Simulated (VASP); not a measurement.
Set up this calculation in VASP 6.6.1, as the native input.

```yaml
Task: single point
Functional: PBE
Potentials_or_basis: VASP PAW PBE potentials, release 64 (Zr_sv, B)
Cutoff: 520 eV
k_mesh: 8 × 8 × 6
Occupations: fermi-dirac, width 0.05 eV
Spin: no spin polarisation
Dipole_correction: no
Further_INCAR_settings: ALGO = Normal; EDIFF = 1e-06; NBANDS = 16
```

The structure of ZrB2 lies in POSCAR:

```
ZrB2
1.0
    3.1700000000      0.0000000000      0.0000000000
   -1.5850000000      2.7453005300      0.0000000000
    0.0000000000      0.0000000000      3.4976700000
Zr B
1 2
Direct
    0.0000000000      0.0000000000      0.0000000000
    0.6666666667      0.3333333333      0.5000000000
    0.3333333333      0.6666666667      0.5000000000
```

These files were run (other wordings do the same):

INCAR

```
SYSTEM = ZrB2
  ALGO = Normal
  EDIFF = 1E-6
  ENCUT = 520
  GGA = PE
  ISIF = 2
  ISMEAR = -1
  LASPH = .True.
  LCHARG = .False.
  LREAL = .False.
  LWAVE = .False.
  NBANDS = 16
  NELM = 100
  PREC = Accurate
  SIGMA = 0.05
```

KPOINTS

```
k-points
0
Gamma
  8 8 6
  0 0 0
```

Potentials or basis: VASP PAW PBE potentials, release 64 (Zr_sv, B).

Command:

```bash
$ cat potpaw_PBE.64/Zr_sv/POTCAR potpaw_PBE.64/B/POTCAR > POTCAR
$ mpirun -np 1 vasp_std > vasp.out
```

Results of the run:

| Property | Result |
| --- | --- |
| Pressure | 3.3 GPa |
| Band gap on the k mesh | zero (band 9 reaches 11.33 eV, above the bottom of band 10 at 10.88 eV) |

Wall time 8.5 s on 1 thread of Intel(R) Xeon(R) Platinum 8488C (Sapphire Rapids) (shared host), peak memory 0.15 GiB.
